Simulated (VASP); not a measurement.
# Re in VASP: notebook

Re is run at these levels: LDA; tasks: single point, relaxation of cell and atoms.

All numbers are computed with VASP 6.6.1; they aren't measurements. Logs are shortened: lines on timing, memory, paths and dates and some standing lists are left out, and cuts for length are marked.

### Step 1. The cell of the first run

The structure is hexagonal, space group P6_3/mmc (No. 194). Conventional cell: a = 2.741 Å, b = 2.741 Å, c = 4.406 Å, α = 90.00°, β = 90.00°, γ = 120.00°. Within 3.6 Å of Re (site symmetry -6m2) lie 12 Re at 2.71 to 2.74 Å.

### Step 2. Single point, LDA

INCAR reads:

```
SYSTEM = Re
PREC = Accurate
ENCUT = 520
EDIFF = 1E-7
ISMEAR = -1
SIGMA = 0.05
LREAL = .False.
LASPH = .True.
NELM = 100
ALGO = Normal
ISIF = 2
LWAVE = .False.
LCHARG = .True.
GGA = CA
LELF = .True.
LVHAR = .True.
NBANDS = 14
```

KPOINTS reads:

```
Automatic mesh
0
Gamma
  9 9 5
  0 0 0
```

POSCAR reads:

```
Re
1.0
    2.7408448224      0.0000260313      0.0000298480
   -1.3703998674      2.3736162030     -0.0000097615
    0.0000481992      0.0000096261      4.4064004138
Re
2
Direct
    0.3221392978      0.6627485170      0.2627902138
    0.6554795422      0.3294202130      0.7627875862
```

Potentials or basis: VASP PAW LDA potentials, release 64 (Re).

Run with:

```console
cat potpaw_LDA.64/Re/POTCAR > POTCAR
mpirun -np 1 vasp_std > vasp.out
```

OUTCAR:

```text
SYSTEM = Re
   PREC = Accurate
   ENCUT = 520
   EDIFF = 1E-7
   ISMEAR = -1
   LREAL = .False.
   LASPH = .True.
   NELM = 100
   ISIF = 2
   GGA = CA

 ion  position               nearest neighbor table
   1  0.322  0.663  0.263-   2 2.71   2 2.71   2 2.71   2 2.71   2 2.71   2 2.71
   2  0.655  0.329  0.763-   1 2.71   1 2.71   1 2.71   1 2.71   1 2.71   1 2.71

  LATTYP: Found a simple monoclinic cell.
 ALAT       =     2.7408118644
 B/A-ratio  =     1.6076989710
 C/A-ratio  =     1.7320628604
 COS(beta)  =    -0.8660219325

  Lattice vectors:

 A1 = (  -1.3703998674,   2.3736162030,  -0.0000097615)
 A2 = (  -0.0000481992,  -0.0000096261,  -4.4064004138)
 A3 = (  -0.0000450876,  -4.7472584373,  -0.0000103250)

Analysis of symmetry for initial positions (statically):
=====================================================================
 Subroutine PRICEL returns:
 Original cell was already a primitive cell.

 Routine SETGRP: Setting up the symmetry group for a
 simple monoclinic supercell.

 Subroutine GETGRP returns: Found  4 space group operations
 (whereof  1 operations were pure point group operations)
 out of a pool of  4 trial point group operations.

The static configuration has the point symmetry C_1 .
 The point group associated with its full space group is C_2h.

Analysis of symmetry for dynamics (positions and initial velocities):
=====================================================================
 Subroutine PRICEL returns:
 Original cell was already a primitive cell.

 Routine SETGRP: Setting up the symmetry group for a
 simple monoclinic supercell.

 Subroutine GETGRP returns: Found  4 space group operations
 (whereof  1 operations were pure point group operations)
 out of a pool of  4 trial point group operations.

The dynamic configuration has the point symmetry C_1 .
 The point group associated with its full space group is C_2h.

 Subroutine INISYM returns: Found  4 space group operations
 (whereof  1 operations are pure point group operations),
 and found     1 'primitive' translations

----------------------------------------------------------------------------------------

                                     Primitive cell

  volume of cell :      28.6669

  direct lattice vectors                    reciprocal lattice vectors
     2.740844822  0.000026031  0.000029848     0.364849009  0.210644430 -0.000004451
    -1.370399867  2.373616203 -0.000009761    -0.000004001  0.421295791 -0.000000920
     0.000048199  0.000009626  4.406400414    -0.000002471 -0.000000494  0.226942608

  length of vectors
     2.740844823  2.740811864  4.406400414     0.421290725  0.421295791  0.226942608

  position of ions in fractional coordinates (direct lattice)
     0.322139298  0.662748517  0.262790214
     0.655479542  0.329420213  0.762787586

  ion indices of the primitive-cell ions
   primitive index   ion index
                 1           1
                 2           2

----------------------------------------------------------------------------------------

 KPOINTS: Automatic mesh

Automatic generation of k-mesh.
 Grid dimensions read from file:
 generate k-points for:    9    9    5

 Generating k-lattice:

  Cartesian coordinates                     Fractional coordinates (reciprocal lattice)
     0.040538779  0.023404937 -0.000000495     0.111111111 -0.000000000  0.000000000
    -0.000000445  0.046810643 -0.000000102    -0.000000000  0.111111111  0.000000000
    -0.000000494 -0.000000099  0.045388522     0.000000000  0.000000000  0.200000000

  Length of vectors
     0.046810081  0.046810643  0.045388522

  Shift w.r.t. Gamma in fractional coordinates (k-lattice)
     0.000000000  0.000000000  0.000000000

 Subroutine IBZKPT returns following result:
 ===========================================

 Found    123 irreducible k-points:

 Following reciprocal coordinates:
            Coordinates               Weight
  0.000000  0.000000  0.000000      1.000000
  0.111111  0.000000  0.000000      2.000000
  0.222222  0.000000 -0.000000      2.000000
  0.333333  0.000000 -0.000000      2.000000
  0.444444  0.000000 -0.000000      2.000000
 -0.000000  0.111111  0.000000      2.000000
[... 16 lines left out ...]
 -0.111111  0.222222  0.000000      2.000000
  0.000000  0.333333  0.000000      2.000000
 [... further k-points ...]
   k-points           NKPTS =    123   k-points in BZ     NKDIM =    123   number of bands    NBANDS=     14
   number of dos      NEDOS =    301   number of ions     NIONS =      2
   total plane-waves  NPLWV =  14400
   dimension x,y,z NGX =    20 NGY =   20 NGZ =   36
   dimension x,y,z NGXF=    40 NGYF=   40 NGZF=   72
   ions per type =               2
   NGX,Y,Z   is equivalent  to a cutoff of  12.13, 12.13, 13.58 a.u.
   NGXF,Y,Z  is equivalent  to a cutoff of  24.26, 24.26, 27.16 a.u.
 SYSTEM =  Re
   PREC   = accura    normal or accurate (medium, high low for compatibility)
[... 73 lines left out ...]
     10       9.0336      0.00000
     11      11.6483      0.00000
     12      11.6484      0.00000
     13      18.6148      0.00000
     14      22.4059      0.00000

 k-point     2 :       0.1111    0.0000    0.0000
  band No.  band energies     occupation
      1      -1.2802      2.00000
      2       1.8527      2.00000
      3       5.6918      2.00000
      4       6.9793      2.00000
      5       6.9943      2.00000
      6       7.2071      2.00000
      7       7.3094      2.00000
      8       7.8389      1.99638
      9       7.9257      1.97963
     10       8.2626      0.20661
     11      11.9038      0.00000
     12      13.5572      0.00000
     13      18.5813      0.00000
     14      23.5203      0.00000

 k-point     3 :       0.2222    0.0000   -0.0000
  band No.  band energies     occupation
      1       0.0517      2.00000
      2       2.7192      2.00000
      3       5.0381      2.00000
      4       5.1808      2.00000
      5       6.4028      2.00000
      6       7.1799      2.00000
      7       7.6890      1.99982
      8       8.3356      0.05210
      9       8.4314      0.00785
     10       9.1027      0.00000
     11      12.3326      0.00000
     12      16.4299      0.00000
     13      18.2151      0.00000
     14      24.4856      0.00000

 k-point     4 :       0.3333    0.0000   -0.0000
  band No.  band energies     occupation
      1       1.4768      2.00000
      2       2.5551      2.00000
      3       3.6578      2.00000
      4       5.4592      2.00000
      5       6.5167      2.00000
      6       6.7546      2.00000
      7       7.1609      2.00000
      8      10.2949      0.00000
      9      10.3508      0.00000
     10      10.8841      0.00000
     11      12.6178      0.00000
     12      17.7472      0.00000
     13      19.1126      0.00000
     14      20.8991      0.00000

 k-point     5 :       0.4444    0.0000   -0.0000
  band No.  band energies     occupation
      1       2.0009      2.00000
      2       2.2162      2.00000
      3       2.8567      2.00000
      4       6.1456      2.00000
      5       6.2922      2.00000
      6       6.8560      2.00000
      7       7.5245      1.99999
      8      11.9953      0.00000
      9      12.5249      0.00000
     10      12.7354      0.00000
     11      13.2052      0.00000
[... 276 lines left out ...]
 k-point    22 :      -0.2222    0.2222    0.0000
  band No.  band energies     occupation
      1       0.0517      2.00000
      2       2.7193      2.00000
      3       5.0382      2.00000
      4       5.1807      2.00000
      5       6.4030      2.00000
      6       7.1796      2.00000
      7       7.6892      1.99982
      8       8.3353      0.05239
      9       8.4314      0.00784
     10       9.1025      0.00000
     11      12.3326      0.00000
     12      16.4300      0.00000
     13      18.2152      0.00000
     14      24.4855      0.00000

 k-point    23 :      -0.1111    0.2222    0.0000
  band No.  band energies     occupation
      1      -0.3406      2.00000
      2       2.6270      2.00000
      3       4.9534      2.00000
      4       5.7896      2.00000
      5       6.5929      2.00000
      6       6.9951      2.00000
      7       7.7792      1.99890
      8       7.9922      1.92504
      9       8.1782      0.76797
     10       8.8832      0.00000
     11      12.1138      0.00000
     12      15.7247      0.00000
     13      18.3641      0.00000
     14      24.9734      0.00000

 k-point    24 :       0.0000    0.3333    0.0000
  band No.  band energies     occupation
      1       1.4768      2.00000
      2       2.5552      2.00000
      3       3.6577      2.00000
      4       5.4592      2.00000
      5       6.5164      2.00000
      6       6.7548      2.00000
      7       7.1611      2.00000
      8      10.2948      0.00000
      9      10.3508      0.00000
     10      10.8841      0.00000
     11      12.6178      0.00000
     12      17.7473      0.00000
     13      19.1126      0.00000
     14      20.8994      0.00000

 [... further k-points ...]

------------------------ aborting loop because EDIFF is reached ----------------------------------------

  FORCE on cell =-STRESS in cart. coord.  units (eV):
  Direction    XX          YY          ZZ          XY          YZ          ZX
  --------------------------------------------------------------------------------------
  -------------------------------------------------------------------------------------
  Total        0.2835398      0.2838422      0.2597585     -0.0007486      0.0000012      0.0000059
  in kB       15.8468633     15.8637636     14.5177432     -0.0418385      0.0000658      0.0003313
  external PRESSURE =      15.4094567 kB  Pullay stress =       0.0000000 kB

 VOLUME and BASIS-vectors are now :
 -----------------------------------------------------------------------------
  energy-cutoff  :      520.00
  volume of cell :       28.67
      direct lattice vectors                 reciprocal lattice vectors
     2.740844822  0.000026031  0.000029848     0.364849009  0.210644430 -0.000004451
    -1.370399867  2.373616203 -0.000009761    -0.000004001  0.421295791 -0.000000920
     0.000048199  0.000009626  4.406400414    -0.000002471 -0.000000494  0.226942608

 POSITION                                       TOTAL-FORCE (eV/Angst)
 -----------------------------------------------------------------------------------
     -0.02528      1.57312      1.15796         0.000007     -0.000019      0.000000
      1.34517      0.78194      3.36116        -0.000007      0.000019     -0.000000
 -----------------------------------------------------------------------------------
    total drift:                                0.000016     -0.000076      0.000262

  FREE ENERGIE OF THE ION-ELECTRON SYSTEM (eV)
  ---------------------------------------------------
  free  energy   TOTEN  =       -27.5323675158 eV

  energy  without entropy=      -27.5145261811  energy(sigma->0) =      -27.52344685
```

Wall time 32 s (1 thread of Intel Xeon Platinum 8488C (Sapphire Rapids), shared host); peak memory 0.16 GiB.

What came out:

* Free energy: -27.5324 eV
* Pressure: 1.5 GPa
* Band gap on the k mesh: zero (band 7 reaches 9.48 eV, above the bottom of band 8 at 6.56 eV)

Stress tensor (GPa, compression positive):
```
1.58 0.00 0.00
0.00 1.59 0.00
0.00 0.00 1.45
```

Caveat: spin-orbit coupling is left out, which moves the levels of the heavy elements.

### Step 3. Relaxation of cell and atoms, LDA

This run uses another cell than the first one, of 14.71 Å³/atom, 1.027 times its volume.

INCAR reads:

```
PREC     = Accurate       # precision mode
ENCUT    = 600            # plane-wave cutoff, eV
EDIFF    = 1E-7           # SCF threshold, eV
ISMEAR   = -1             # smearing method
SIGMA    = 0.05           # smearing width, eV
LREAL    = False          # projectors in reciprocal space
LASPH    = True           # aspherical terms in the spheres
NELM     = 100            # most SCF steps
ALGO     = Normal         # electronic algorithm
ISIF     = 3              # what is computed and relaxed
LWAVE    = False          # write WAVECAR
LCHARG   = False          # write CHGCAR
GGA      = CA             # functional
IBRION   = 2              # ionic algorithm
NSW      = 100            # ionic steps
EDIFFG   = -0.01          # ionic threshold
```

KPOINTS reads:

```
regular mesh
0
Gamma
  9 9 5
```

POSCAR reads:

```
Re
1.0
    2.7608000000      0.0000000000      0.0000000000
   -1.3804000000      2.3909229348      0.0000000000
    0.0000000000      0.0000000000      4.4582000000
Re
2
Direct
    0.3172891933      0.6622479367      0.2709512500
    0.6603296467      0.3299207933      0.7546265500
```

Potentials or basis: VASP PAW LDA potentials, release 64 (Re).

Run with:

```console
cat potpaw_LDA.64/Re/POTCAR > POTCAR
mpirun -np 1 vasp_std > vasp.out
```

Wall time 6.1 min (1 thread of Intel Xeon Platinum 8488C (Sapphire Rapids), shared host); peak memory 0.21 GiB.

Results (log left out):

```
Free energy                            : -27.5345 eV
Relaxed volume                         : 14.39 Å³/atom
Relaxed cell                           : a = 2.745 Å, b = 2.745 Å, c = 4.412 Å, α = 90.01°, β = 89.99°, γ = 120.00°
Space group after relaxing (to 0.05 Å) : P6_3/mmc (No. 194)
Energy gained by relaxing              : 14.8 meV/atom
Ionic steps                            : 13
Pressure after relaxing                : -0.1 GPa
Largest force after relaxing           : 0.009 eV/Å
Band gap on the k mesh                 : zero (band 7 reaches 9.42 eV, above the bottom of band 8 at 6.52 eV)
```

Forces in eV/Å, atoms in the order of the input:
```
Re   0.009  0.002  0.002
Re  -0.009 -0.002 -0.002
```

The path:
```
step  energy change (eV)  largest force (eV/Å)  pressure (GPa)  volume (Å³)
   1              0.0000                0.2879           -7.84        29.43
   2              0.2619                0.5202           42.08        26.47
   3             -0.0164                0.3570            0.24        28.82
   4             -0.0164                0.3593            0.52        28.80
   5             -0.0252                0.2057            0.48        28.77
   6             -0.0280                0.0505            0.79        28.73
   7             -0.0263                0.0424           -3.19        29.01
   8             -0.0292                0.0184           -0.82        28.84
   9             -0.0282                0.0277            1.81        28.66
  10             -0.0295                0.0158            0.03        28.78
  11             -0.0295                0.0119            0.02        28.78
  12             -0.0295                0.0129            0.02        28.78
  13             -0.0295                0.0090           -0.07        28.79
```

Final structure:
```yaml
crystal:
  lattice:
    - [2.74501, 0.00018, 0.00028]
    - [-1.37235, 2.37709, -0.00014]
    - [0.00042, -0.00001, 4.41163]
  atoms:
    - { symbol: Re, position: [0.32168, 0.66266, 0.26275] }
    - { symbol: Re, position: [0.65594, 0.32951, 0.76282] }
```

Levels at points of the mesh, in eV from the Fermi level:
| k point | band 4 | band 5 | band 6 | band 7 | band 8 | band 9 | band 10 | band 11 |
| --- | --- | --- | --- | --- | --- | --- | --- | --- |
| (0.00, 0.00, 0.00) | -1.63 | -1.57 | -0.76 | -0.76 | 0.14 | 0.15 | 0.87 | 3.47 |

Caveat: spin-orbit coupling is left out, which moves the levels of the heavy elements. LDA usually gives volumes a few per cent too small.

### Step 4. Single point, LDA

INCAR reads:

```
SYSTEM = Re
PREC     = Accurate       ! precision mode
ENCUT    = 520            ! plane-wave cutoff, eV
EDIFF    = 1E-6           ! SCF threshold, eV
ISMEAR   = -1             ! smearing method
SIGMA    = 0.05           ! smearing width, eV
LREAL    = .FALSE.        ! projectors in reciprocal space
LASPH    = .TRUE.         ! aspherical terms in the spheres
NELM     = 100            ! most SCF steps
ALGO     = Normal         ! electronic algorithm
ISIF     = 2              ! what is computed and relaxed
LWAVE    = .FALSE.        ! write WAVECAR
LCHARG   = .FALSE.        ! write CHGCAR
NBANDS   = 14             ! bands
```

KPOINTS reads:

```
regular mesh
0
G
  9 9 5
  0 0 0
```

POSCAR reads:

```
Re
1.0
    2.7409325244      0.0000251833      0.0000299760
   -1.3704444529      2.3736927938     -0.0000099118
    0.0000484059      0.0000094652      4.4065388642
Re
2
Direct
    0.3221392003      0.6627485953      0.2627918128
    0.6554796397      0.3294201347      0.7627859872
```

Run with:

```console
cat potpaw_LDA.64/Re/POTCAR > POTCAR
mpirun -np 1 vasp_std > vasp.out
```

Run time: 54 s. Hardware: 1 thread of Intel Xeon Platinum 8488C (Sapphire Rapids), shared host; peak memory 0.18 GiB.

The run converged. Its results:

```yaml
Free_energy: -27.5324 eV
Pressure: 1.5 GPa
Band_gap_on_the_k_mesh: zero (band 7 reaches 9.48 eV, above the bottom of band 8 at 6.56 eV)
```

Stress tensor (GPa, compression positive):
```
1.56 0.00 0.00
0.00 1.56 0.00
0.00 0.00 1.44
```

Levels at points of the mesh, in eV from the Fermi level:
| k point | band 3 | band 4 | band 5 | band 6 | band 7 | band 8 | band 9 | band 10 | band 11 | band 12 |
| --- | --- | --- | --- | --- | --- | --- | --- | --- | --- | --- |
| (0.00, 0.00, 0.00) | -1.65 | -1.65 | -1.59 | -0.77 | -0.76 | 0.15 | 0.15 | 0.88 | 3.49 | 3.49 |

Caveat: spin-orbit coupling is left out, which moves the levels of the heavy elements.

### Step 5. Relaxation of cell and atoms, LDA

This run uses another cell than the first one, of 14.71 Å³/atom, 1.027 times its volume.

INCAR reads:

```
SYSTEM = Re
PREC = Accurate
ENCUT = 600
EDIFF = 1E-6
ISMEAR = -1
SIGMA = 0.05
LREAL = .FALSE.
LASPH = .TRUE.
NELM = 100
ALGO = Normal
ISIF = 3
LWAVE = .FALSE.
LCHARG = .FALSE.
IBRION = 2
NSW = 100
EDIFFG = -0.01
```

KPOINTS reads:

```
Automatic mesh
0
G
  9 9 5
  0 0 0
```

POSCAR reads:

```
Re
1.0
    2.7608000000      0.0000000000      0.0000000000
   -1.3804000000      2.3909229348      0.0000000000
    0.0000000000      0.0000000000      4.4582000000
Re
2
Direct
    0.3172891933      0.6622479367      0.2709512500
    0.6603296467      0.3299207933      0.7546265500
```

Run with:

```console
cat potpaw_LDA.64/Re/POTCAR > POTCAR
mpirun -np 1 vasp_std > vasp.out
```

It took 6.3 min on 1 thread of Intel Xeon Platinum 8488C (Sapphire Rapids), shared host; peak memory 0.22 GiB.

It converged, with:

```
Free energy                            : -27.5345 eV
Relaxed volume                         : 14.39 Å³/atom
Relaxed cell                           : a = 2.745 Å, b = 2.745 Å, c = 4.412 Å, α = 90.00°, β = 89.99°, γ = 119.99°
Space group after relaxing (to 0.05 Å) : P6_3/mmc (No. 194)
Energy gained by relaxing              : 14.8 meV/atom
Ionic steps                            : 14
Pressure after relaxing                : 0.0 GPa
Largest force after relaxing           : 0.008 eV/Å
Band gap on the k mesh                 : zero (band 7 reaches 9.42 eV, above the bottom of band 8 at 6.52 eV)
```

Forces in eV/Å, atoms in the order of the input:
```
Re   0.008  0.001  0.002
Re  -0.008 -0.001 -0.002
```

Step by step:
```tsv
step	energy change (eV)	largest force (eV/Å)	pressure (GPa)	volume (Å³)
1	0.0000	0.2879	-7.84	29.43
2	0.2621	0.5205	42.09	26.47
3	-0.0164	0.3576	0.24	28.82
4	-0.0164	0.3592	0.50	28.80
5	-0.0252	0.2061	0.47	28.77
6	-0.0280	0.0498	0.78	28.73
7	-0.0264	0.0442	-3.15	29.01
8	-0.0292	0.0180	-0.82	28.84
9	-0.0282	0.0286	1.83	28.66
10	-0.0295	0.0159	0.04	28.78
11	-0.0295	0.0120	0.02	28.78
12	-0.0295	0.0133	0.02	28.78
13	-0.0295	0.0135	0.02	28.78
14	-0.0295	0.0080	-0.04	28.79
```

Final structure:
```
Re
1.0
     2.74495    0.00020    0.00022
    -1.37230    2.37702   -0.00011
     0.00031    0.00000    4.41172
Re
2
Direct
  0.32167 0.66266 0.26275
  0.65594 0.32951 0.76283
```

Levels at points of the mesh, in eV from the Fermi level:
```tsv
k point	band 3	band 4	band 5	band 6	band 7	band 8	band 9	band 10	band 11
(0.00, 0.00, 0.00)	-1.64	-1.63	-1.57	-0.76	-0.76	0.14	0.15	0.87	3.47
```

Caveat: spin-orbit coupling is left out, which moves the levels of the heavy elements. LDA usually gives volumes a few per cent too small.

### Step 6. Overview

| task | cell | cutoff (eV) | gap on the mesh (eV) | pressure (GPa) |
| --- | --- | --- | --- | --- |
| single point | a = 2.741, b = 2.741, c = 4.406 Å, angles 90.0, 90.0, 120.0°, 2 atoms | 520 | none | 1.5 |
| relaxation of cell and atoms | relaxed from a = 2.761, b = 2.761, c = 4.458 Å, angles 90.0, 90.0, 120.0°, 2 atoms | 600 | none | 0.0 |
| single point | a = 2.741, b = 2.741, c = 4.407 Å, angles 90.0, 90.0, 120.0°, 2 atoms | 520 | none | 1.5 |

Alike in all rows: level LDA; potentials or basis VASP PAW LDA potentials, release 64 (Re); no spin polarisation; k mesh 9 × 9 × 5; smearing fermi-dirac 0.05 eV.

Caveats: spin-orbit coupling is left out, which moves the levels of the heavy elements.

Absolute energies hang on the potentials; compare differences alone.
